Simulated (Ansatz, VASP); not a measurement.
# Two plane-wave programs on C

```
C
1.0
     2.46494    0.00000    0.00000
    -1.23247    2.13470    0.00000
     0.00000    0.00000    6.73966
C
4
Direct
  0.00000 0.00000 0.75000
  0.00000 0.00000 0.25000
  0.33333 0.66667 0.75000
  0.66667 0.33333 0.25000
```

Alike in both runs: task relaxation of cell and atoms; functional PBE; dispersion D3(BJ); k mesh 27 × 27 × 10; occupations fermi-dirac, width 0.15 eV; no spin polarisation.

|  | VASP | Ansatz |
| --- | --- | --- |
| version | VASP 6.6.1 | Ansatz 0.2.0 |
| potentials or method | VASP PAW PBE potentials, release 64 (C), cutoff 600 eV | scalar-relativistic, plane waves, PAW |
| valence electrons in the cell | 16 | 16 |

```csv
,VASP,Ansatz,Ansatz less VASP
"gap on the k mesh at the Fermi level, each at its own relaxed structure (eV)",none,none,-
relaxed volume (Å³/atom),8.79,8.87,+0.080
relaxed length of the cell vector where the two differ most in proportion (Å),6.677,6.739,+0.0624
```

A gap of «none» marks a metal or a gap that the smearing closes.
